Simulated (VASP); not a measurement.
A run of VASP 6.6.1:

File INCAR:

```
  ALGO = Normal
  EDIFF = 1E-6
  ENCUT = 520
  GGA = PE
  ISIF = 2
  ISMEAR = 0
  LASPH = True
  LCHARG = False
  LREAL = False
  LWAVE = False
  NBANDS = 46
  NELM = 60
  PREC = Accurate
  SIGMA = 0.05
```

File KPOINTS:

```
k-points
0
Gamma
  8 6 6
```

The input POSCAR:

```
GaN
1.0
   -3.2185392732      0.0000000000      0.0000000000
    0.0000000000      0.0000000000     -5.2433778863
    0.0000000001     -5.5746735474      0.0000000000
Ga N
4 4
Direct
    0.5000000000      0.0038671782      0.1666644471
    0.0000000000      0.0038671782      0.6666644471
    0.0000000000      0.5038671782      0.3333355529
    0.5000000000      0.5038671782      0.8333355529
    0.5000000000      0.6091844548      0.1666525988
    0.0000000000      0.6091844548      0.6666525988
    0.0000000000      0.1091844548      0.3333474012
    0.5000000000      0.1091844548      0.8333474012
```

Potentials or basis: VASP PAW PBE potentials, release 64 (Ga_d, N).

Command:

```bash
$ cat potpaw_PBE.64/Ga_d/POTCAR potpaw_PBE.64/N/POTCAR > POTCAR
$ mpirun -np 1 vasp_std > vasp.out
```

Hardware: 1 thread of AMD EPYC 9R45 96-Core Processor (Zen 5), with other jobs on the host.

Problem. How long does it take, and how much memory?

Solution. Run time: 3.2 min on 1 thread of AMD EPYC 9R45 96-Core Processor (Zen 5), with other jobs on the host, peak memory 0.33 GiB. Counts: scf iterations 15, k points 80.
